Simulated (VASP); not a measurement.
# GaN (F-43m) in VASP: notebook, part 2 of 2

VASP 6.6.1.

## Step 4: Single point, BLYP+D3(BJ)

File INCAR:

```
SYSTEM = GaN
PREC     = Accurate       ! precision mode
ENCUT    = 520            ! plane-wave cutoff, eV
EDIFF    = 1E-6           ! SCF threshold, eV
ISMEAR   = -1             ! smearing method
SIGMA    = 0.05           ! smearing width, eV
LREAL    = .False.        ! projectors in reciprocal space
LASPH    = .True.         ! aspherical terms in the spheres
NELM     = 60             ! most SCF steps
ALGO     = Normal         ! electronic algorithm
ISIF     = 2              ! what is computed and relaxed
LWAVE    = .False.        ! write WAVECAR
LCHARG   = .False.        ! write CHGCAR
GGA      = B5             ! functional
ALDAX    = 1.0          
AGGAX    = 1.0          
AGGAC    = 1.0          
ALDAC    = 0.0          
IVDW     = 12             ! dispersion correction
VDW_S6   = 1.0          
VDW_S8   = 2.6996       
VDW_A1   = 0.4298       
VDW_A2   = 4.2359       
NBANDS   = 16             ! bands
```

File KPOINTS:

```
regular mesh
0
Gamma
  10 10 10
  0 0 0
```

File POSCAR:

```
GaN
1.0
    0.0000000000      2.2074978911      2.2074978911
    2.2074978911      0.0000000000      2.2074978911
    2.2074978911      2.2074978911      0.0000000000
Ga N
1 1
Direct
    0.0000000000      0.0000000000      0.0000000000
    0.2500000000      0.2500000000      0.2500000000
```

Potentials or basis: VASP PAW PBE potentials, release 64 (Ga_d, N).

On the command line:

```bash
$ cat potpaw_PBE.64/Ga_d/POTCAR potpaw_PBE.64/N/POTCAR > POTCAR
$ mpirun -np 1 vasp_std > vasp.out
```

OUTCAR:

```text
SYSTEM = GaN
   PREC = Accurate
   ENCUT = 520
   EDIFF = 1E-6
   ISMEAR = -1
   LREAL = .False.
   LASPH = .True.
   NELM = 60
   ISIF = 2
   GGA = B5
   IVDW = 12
 IVDW          = 12

 ion  position               nearest neighbor table
   1  0.000  0.000  0.000-   2 1.91   2 1.91   2 1.91   2 1.91
   2  0.250  0.250  0.250-   1 1.91   1 1.91   1 1.91   1 1.91

  LATTYP: Found a face centered cubic cell.
 ALAT       =     4.4149957822

  Lattice vectors:

 A1 = (   0.0000000000,   2.2074978911,   2.2074978911)
[... 642 lines left out ...]

 Edisp (eV)   -1.19504

 E8    (eV) :    -0.8487

  FORCE on cell =-STRESS in cart. coord.  units (eV):
  Direction    XX          YY          ZZ          XY          YZ          ZX
  --------------------------------------------------------------------------------------
  -------------------------------------------------------------------------------------
  Total       2.33347     2.33347     2.33347    -0.00000     0.00000    -0.00000
  in kB     173.77304   173.77304   173.77304    -0.00000     0.00000    -0.00000
  external pressure =      173.77 kB  Pullay stress =        0.00 kB

 VOLUME and BASIS-vectors are now :
 -----------------------------------------------------------------------------
  energy-cutoff  :      520.00
  volume of cell :       21.51
      direct lattice vectors                 reciprocal lattice vectors
     0.000000000  2.207497891  2.207497891    -0.226500783  0.226500783  0.226500783
     2.207497891  0.000000000  2.207497891     0.226500783 -0.226500783  0.226500783
     2.207497891  2.207497891  0.000000000     0.226500783  0.226500783 -0.226500783

 POSITION                                       TOTAL-FORCE (eV/Angst)
 -----------------------------------------------------------------------------------
      0.00000      0.00000      0.00000        -0.000000      0.000000     -0.000000
      1.10375      1.10375      1.10375         0.000000     -0.000000      0.000000
 -----------------------------------------------------------------------------------
    total drift:                                0.000004      0.000004      0.000003

  FREE ENERGIE OF THE ION-ELECTRON SYSTEM (eV)
  ---------------------------------------------------
  free  energy   TOTEN  =       -11.9922796309 eV

  energy  without entropy=      -11.9922796308  energy(sigma->0) =      -11.99227963
```

Run time: 13 s. Hardware: 1 thread of Intel Xeon 6975P-C, shared host; peak memory 0.16 GiB.

What came out:

- Free energy: -11.9923 eV
- Pressure: 17.4 GPa
- Band gap on the k mesh: 2.22 eV, direct
- Dispersion energy per atom: -0.598 eV

Caveat: the PAW data sets were made with another functional, which shifts forces and pressure a little. Expect the measured gap to be larger: semilocal functionals such as BLYP lack the derivative discontinuity.

## Step 5: Single point, BLYP+D3(BJ)

This run uses another cell than the first one, of 10.99 Å³/atom, 1.021 times its volume.

File INCAR:

```
SYSTEM = GaN
PREC = Accurate
ENCUT = 520
EDIFF = 1E-6
ISMEAR = -1
SIGMA = 0.05
LREAL = .False.
LASPH = .True.
NELM = 100
ALGO = Normal
ISIF = 2
LWAVE = .False.
LCHARG = .True.
GGA = B5
ALDAX = 1.0
AGGAX = 1.0
AGGAC = 1.0
ALDAC = 0.0
IVDW = 12
VDW_S6 = 1.0
VDW_S8 = 2.6996
VDW_A1 = 0.4298
VDW_A2 = 4.2359
LELF = .True.
LVHAR = .True.
NBANDS = 16
```

KPOINTS is that of step 4.

File POSCAR:

```
GaN
1.0
    0.0000000000      2.2230441631      2.2230441631
    2.2230441631      0.0000000000      2.2230441631
    2.2230441631      2.2230441631      0.0000000000
Ga N
1 1
Direct
    0.0000000000      0.0000000000      0.0000000000
    0.2500000000      0.2500000000      0.2500000000
```

On the command line:

```bash
$ cat potpaw_PBE.64/Ga_d/POTCAR potpaw_PBE.64/N/POTCAR > POTCAR
$ mpirun -np 1 vasp_std > vasp.out
```

It took 14 s on 1 thread of Intel Xeon 6975P-C, shared host; peak memory 0.16 GiB.

Results (log left out):

```yaml
Free_energy: -12.0349 eV
Pressure: 12.4 GPa
Band_gap_on_the_k_mesh: 2.08 eV, direct
Dispersion_energy_per_atom: -0.585 eV
```

Levels at points of the mesh, in eV from the valence-band top:
| k point | band 5 | band 6 | band 7 | band 8 | band 9 | band 10 | band 11 | band 12 | band 13 | band 14 |
| --- | --- | --- | --- | --- | --- | --- | --- | --- | --- | --- |
| (0.00, 0.00, 0.00) | -13.23 | -13.23 | 0.00 | 0.00 | 0.00 | 2.08 | 10.57 | 10.57 | 10.57 | 18.42 |
| (0.50, 0.00, 0.00) | -13.18 | -11.92 | -7.22 | -1.01 | -1.01 | 4.96 | 9.07 | 10.65 | 10.65 | 16.25 |
| (0.50, 0.50, 0.00) | -13.14 | -11.48 | -6.26 | -2.82 | -2.82 | 3.61 | 6.94 | 12.13 | 14.37 | 14.37 |

Caveat: the PAW data sets were made with another functional, which shifts forces and pressure a little.

## Step 6: Overview

| level | cell | gap on the mesh (eV) | pressure (GPa) |
| --- | --- | --- | --- |
| revPBE | a = 3.122 Å, angles 60.0°, 2 atoms | 2.16 | 21.7 |
| revPBE | a = 3.144 Å, angles 60.0°, 2 atoms | 2.03 | 16.6 |
| BLYP+D3(BJ) | a = 3.122 Å, angles 60.0°, 2 atoms | 2.22 | 17.4 |
| BLYP+D3(BJ) | a = 3.144 Å, angles 60.0°, 2 atoms | 2.08 | 12.4 |

Alike in all rows: task single point; potentials or basis VASP PAW PBE potentials, release 64 (Ga_d, N); no spin polarisation; k mesh 10 × 10 × 10; cutoff (eV) 520; smearing fermi-dirac 0.05 eV.

Caveats: the PAW data sets were made with another functional, which shifts forces and pressure a little.

Total energies depend on the potentials used, so only differences within one code and one set of settings carry meaning.
